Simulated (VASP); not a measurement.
# Ti4C in VASP: notebook, part 2 of 2

VASP 6.6.1.

## Step 4: Single point, PBE

INCAR reads:

```
SYSTEM = Ti4C
PREC = Accurate ; ENCUT = 520
EDIFF = 1E-6 ; ISMEAR = 0
SIGMA = 0.1 ; LREAL = .FALSE.
LASPH = .TRUE. ; NELM = 100
ALGO = Normal ; ISIF = 2
LWAVE = .FALSE. ; LCHARG = .FALSE.
LDIPOL = .TRUE. ; IDIPOL = 3
DIPOL = 0.5 0.5 0.379 ; GGA = PE
NBANDS = 34
```

KPOINTS reads:

```
Automatic mesh
0
G
  9 9 1
  0 0 0
```

POSCAR reads:

```
Ti4C
1.0
    2.9384580613      0.0000000000      0.0000000000
   -1.4692290307      2.5447793290      0.0000000000
    0.0000000000      0.0000000000     22.4046135985
Ti C
4 1
Direct
    0.6666666667      0.3333333334      0.1785346568
    0.3333333333      0.6666666667      0.2823220753
    0.6666666667      0.3333333334      0.3901862329
    0.3333333333      0.6666666667      0.4867128616
    0.6666666667      0.8333333333      0.5597322116
```

Potentials or basis: VASP PAW PBE potentials, release 64 (Ti_sv, C).

Run with:

```console
$ cat potpaw_PBE.64/Ti_sv/POTCAR potpaw_PBE.64/C/POTCAR > POTCAR
$ mpirun -np 1 vasp_std > vasp.out
```

OUTCAR:

```text
SYSTEM = Ti4C
   PREC = Accurate
   ENCUT = 520
   EDIFF = 1E-6
   ISMEAR = 0
   LREAL = .FALSE.
   LASPH = .TRUE.
   NELM = 100
   ISIF = 2
   GGA = PE

 ion  position               nearest neighbor table
   1  0.667  0.333  0.179-   2 2.88   2 2.88   2 2.88
   2  0.333  0.667  0.282-   1 2.88   1 2.88   1 2.88
   3  0.667  0.333  0.390-   4 2.75   4 2.75   4 2.75
   4  0.333  0.667  0.487-   5 1.84   3 2.75   3 2.75   3 2.75
   5  0.667  0.833  0.560-   4 1.84

  LATTYP: Found a hexagonal cell.
 ALAT       =     2.9384580613
 C/A-ratio  =     7.6246157444

  Lattice vectors:

 A1 = (   2.9384580613,   0.0000000000,   0.0000000000)
 A2 = (  -1.4692290307,   2.5447793290,   0.0000000000)
 A3 = (   0.0000000000,   0.0000000000,  22.4046135985)

Analysis of symmetry for initial positions (statically):
=====================================================================
 Subroutine PRICEL returns:
 Original cell was already a primitive cell.

 Routine SETGRP: Setting up the symmetry group for a
 hexagonal supercell.

 Subroutine GETGRP returns: Found  2 space group operations
 (whereof  2 operations were pure point group operations)
 out of a pool of 24 trial point group operations.

The static configuration has the point symmetry C_1h.

Analysis of symmetry for dynamics (positions and initial velocities):
=====================================================================
 Subroutine PRICEL returns:
 Original cell was already a primitive cell.

 Routine SETGRP: Setting up the symmetry group for a
 hexagonal supercell.

 Subroutine GETGRP returns: Found  2 space group operations
 (whereof  2 operations were pure point group operations)
 out of a pool of 24 trial point group operations.

The dynamic configuration has the point symmetry C_1h.

 Subroutine INISYM returns: Found  2 space group operations
 (whereof  2 operations are pure point group operations),
 and found     1 'primitive' translations

----------------------------------------------------------------------------------------

                                     Primitive cell

  volume of cell :     167.5356

  direct lattice vectors                    reciprocal lattice vectors
     2.938458061  0.000000000  0.000000000     0.340314539  0.196480691  0.000000000
    -1.469229031  2.544779329  0.000000000     0.000000000  0.392961381  0.000000000
     0.000000000  0.000000000 22.404613598     0.000000000  0.000000000  0.044633664

  length of vectors
     2.938458061  2.938458061 22.404613598     0.392961381  0.392961381  0.044633664

  position of ions in fractional coordinates (direct lattice)
     0.666666667  0.333333333  0.178534657
     0.333333333  0.666666667  0.282322075
     0.666666667  0.333333333  0.390186233
     0.333333333  0.666666667  0.486712862
     0.666666667  0.833333333  0.559732212

  ion indices of the primitive-cell ions
   primitive index   ion index
                 1           1
                 2           2
                 3           3
                 4           4
                 5           5

[... 32 lines left out ...]
  0.000000  0.222222  0.000000      4.000000
  0.333333 -0.000000  0.000000      2.000000
[... 16 lines left out ...]
 -0.222222 -0.444444  0.000000      4.000000
  0.444444  0.333333  0.000000      4.000000
   k-points           NKPTS =     25   k-points in BZ     NKDIM =     25   number of bands    NBANDS=     34
   number of dos      NEDOS =    301   number of ions     NIONS =      5
   total plane-waves  NPLWV =  96768
   dimension x,y,z NGX =    24 NGY =   24 NGZ =  168
   dimension x,y,z NGXF=    48 NGYF=   48 NGZF=  336
   ions per type =               4   1
   NGX,Y,Z   is equivalent  to a cutoff of  13.58, 13.58, 12.47 a.u.
   NGXF,Y,Z  is equivalent  to a cutoff of  27.16, 27.16, 24.93 a.u.
 SYSTEM =  Ti4C
   PREC   = accura    normal or accurate (medium, high low for compatibility)
   ISTART =      0    job   : 0-new  1-cont  2-samecut
   ICHARG =      2    charge: 1-file 2-atom 10-const
   ISPIN  =      1    spin polarized calculation?
   LNONCOLLINEAR =      F non collinear calculations
   LSORBIT =      F    spin-orbit coupling
   LASPH  =      T    aspherical Exc in radial PAW
   ENCUT  =  520.0 eV  38.22 Ry    6.18 a.u.   5.46  5.46 41.66*2*pi/ulx,y,z
   NELM   =    100;   NELMIN=  2; NELMDL= -5     # of ELM steps
   EDIFF  = 0.1E-05   stopping-criterion for ELM
   LREAL  =      F    real-space projection
   EDIFFG = 0.1E-04   stopping-criterion for IOM
   NSW    =      0    number of steps for IOM
   IBRION =     -1    ionic relax: 0-MD 1-quasi-New 2-CG
   NFREE  =      0    steps in history (QN), initial steepest desc. (CG)
   ISIF   =      2    stress and relaxation
   ISYM   =      2    0-nonsym 1-usesym 2-fastsym
   POTIM  = 0.5000    time-step for ionic-motion
   TEBEG  =    0.0;   TEEND  =   0.0 temperature during run
   PSTRESS=    0.0 pullay stress
   NELECT =      52.0000    total number of electrons
   NUPDOWN=      -1.0000    fix difference up-down
   EMIN   =  10.00;   EMAX   =-10.00  energy-range for DOS
   EFERMI =   0.00;   METHOD = LEGACY
   ISMEAR =     0;   SIGMA  =   0.10  broadening in eV -4-tet -1-fermi 0-gaus
   EFERMI_NEDOS =   21; number of points for ismear=-14 and -15
   IALGO  =     38    algorithm
   IMIX   =      4    mixing-type and parameters
     AMIX     =   0.40;   BMIX     =  1.00
     AMIX_MAG =   1.60;   BMIX_MAG =  1.00
  volume/ion in A,a.u.               =      33.51       226.12
  Fermi-wavevector in a.u.,A,eV,Ry     =   1.108427  2.094622 16.716246  1.228609
  Thomas-Fermi vector in A             =   2.244954
   LORBIT       =      0    0 simple, 1 ext, 2 COOP (PROOUT), +10 PAW based schemes
   GGA     = PE    functional components
   LHFCALC =     F    Hartree Fock is set to
   AEXX    =    0.0000 exact exchange contribution
   IVDW    =     0    specifies the selected vdW correction
   LEPSILON=     F    determine dielectric tensor
   LRPA    =     F    only Hartree local field effects (RPA)
 non-spin polarized calculation
 Gauss-broadening in eV      SIGMA  =   0.10
  energy-cutoff  :      520.00
  volume of cell :      167.54
 maximum number of plane-waves:      4595
 NGX is ok and might be reduce to    24
   NGX = 11   NGY = 11   NGZ = 83

 dipolmoment           0.000000      0.000000     -0.013979 electrons x Angstroem

 number of electron      51.9999992 magnetization

 dipolmoment           0.000000      0.000000      0.104703 electrons x Angstroem

 Free energy of the ion-electron system (eV)
  ---------------------------------------------------
  ext. energy  EPLUGINS =         0.00000000
  ---------------------------------------------------
  free energy    TOTEN  =       -35.15557889 eV

  energy without entropy =      -35.10515373  energy(sigma->0) =      -35.13036631

 E-fermi :   0.5823     XC(G=0):  -6.1758

 val. band max:        0.5729168940   @ k =  -0.3333   0.2222   0.0000
 cond. band min:       0.5843086697   @ k =   0.0000   0.3333   0.0000
 fundamental gap:      0.0113917757
 Fermi energy:         0.5823397331

 k-point     1 :       0.0000    0.0000    0.0000
  band No.  band energies     occupation
      1     -56.4049      2.00000
      2     -56.2123      2.00000
      3     -56.0782      2.00000
      4     -55.5115      2.00000
      5     -32.8234      2.00000
      6     -32.5546      2.00000
[... 877 lines left out ...]
     33       2.6682      0.00000
     34       2.9896      0.00000

 [... further k-points ...]

------------------------ aborting loop because EDIFF is reached ----------------------------------------

 vacuum level on the upper side and lower side of the slab       (xc-potential included)         1.085        -1.451

  FORCE on cell =-STRESS in cart. coord.  units (eV):
  Direction    XX          YY          ZZ          XY          YZ          ZX
  --------------------------------------------------------------------------------------
  -------------------------------------------------------------------------------------
  Total       -1.2604066     -0.9951095      0.1578856     -0.2297540      0.9984858      1.7294277
  in kB      -12.0535275     -9.5164371      1.5098921     -2.1971847      9.5487256     16.5388733
  external PRESSURE =      -6.6866909 kB  Pullay stress =       0.0000000 kB

 VOLUME and BASIS-vectors are now :
 -----------------------------------------------------------------------------
  energy-cutoff  :      520.00
  volume of cell :      167.54
      direct lattice vectors                 reciprocal lattice vectors
     2.938458061  0.000000000  0.000000000     0.340314539  0.196480691  0.000000000
    -1.469229031  2.544779329  0.000000000     0.000000000  0.392961381  0.000000000
     0.000000000  0.000000000 22.404613598     0.000000000  0.000000000  0.044633664

 POSITION                                       TOTAL-FORCE (eV/Angst)
 -----------------------------------------------------------------------------------
      1.46923      0.84826      4.00000        -0.007895     -0.004558      0.573793
     -0.00000      1.69652      6.32532         0.074347      0.042924     -0.425038
      1.46923      0.84826      8.74197         0.265413      0.153236     -0.975877
     -0.00000      1.69652     10.90461        -1.914432     -1.105298      0.775491
      0.73461      2.12065     12.54058         1.582566      0.913695      0.051632
 -----------------------------------------------------------------------------------
    total drift:                                0.000032      0.000017     -0.000719

  FREE ENERGIE OF THE ION-ELECTRON SYSTEM (eV)
  ---------------------------------------------------
  free  energy   TOTEN  =       -35.1555788917 eV

  energy  without entropy=      -35.1051537315  energy(sigma->0) =      -35.13036631

 vacuum level on the upper side and lower side of the slab         7.409         4.809
```

OSZICAR:

```text
N       E                     dE             d eps       ncg     rms          rms(c)
DAV:   1     0.650419147305E+03    0.65042E+03   -0.28195E+04  1868   0.160E+03
DAV:   2     0.482688129551E+02   -0.60215E+03   -0.59095E+03  1786   0.504E+02
DAV:   3    -0.281329457213E+02   -0.76402E+02   -0.74188E+02  2874   0.156E+02
DAV:   4    -0.412952485039E+02   -0.13162E+02   -0.13035E+02  2552   0.555E+01
[... 24 lines left out ...]
DAV:  29    -0.351555595827E+02   -0.16766E-04   -0.41069E-06  1418   0.836E-03    0.338E-03
DAV:  30    -0.351555723445E+02   -0.12762E-04   -0.19812E-06  1070   0.681E-03    0.317E-03
DAV:  31    -0.351555767508E+02   -0.44062E-05   -0.58646E-07   954   0.411E-03    0.130E-03
DAV:  32    -0.351555785661E+02   -0.18153E-05   -0.30375E-07   958   0.318E-03    0.201E-03
DAV:  33    -0.351555788917E+02   -0.32561E-06   -0.11418E-07   928   0.213E-03
   1 F= -.35155579E+02 E0= -.35130366E+02  d E =-.504252E-01
```

Wall time 3.7 min (1 thread of AMD EPYC 9R45 (Zen 5), shared host); peak memory 0.33 GiB.

What came out:

| Quantity | Value |
| --- | --- |
| Free energy | -35.1556 eV |
| Largest force | 2.343 eV/Å |
| Band gap on the k mesh | zero (bands 26 and 27 overlap by 1.00 eV) |

Forces in eV/Å, atoms in the order of the input:
```
Ti  -0.008 -0.005  0.574
Ti   0.074  0.043 -0.425
Ti   0.265  0.153 -0.976
Ti  -1.914 -1.105  0.775
C    1.583  0.914  0.052
```

## Step 5: Summary

```csv
cell,gap on the mesh (eV),largest force (eV/Å)
"as given, atomic positions A",none,1.53
"as given, atomic positions B",none,1.86
"as given, atomic positions C",none,2.34
```

Alike in all rows: task single point; level PBE; potentials or basis VASP PAW PBE potentials, release 64 (Ti_sv, C); no spin polarisation; k mesh 9 × 9 × 1; cutoff (eV) 520; smearing gaussian 0.1 eV.

Total energies depend on the potentials used, so only differences within one code and one set of settings carry meaning.
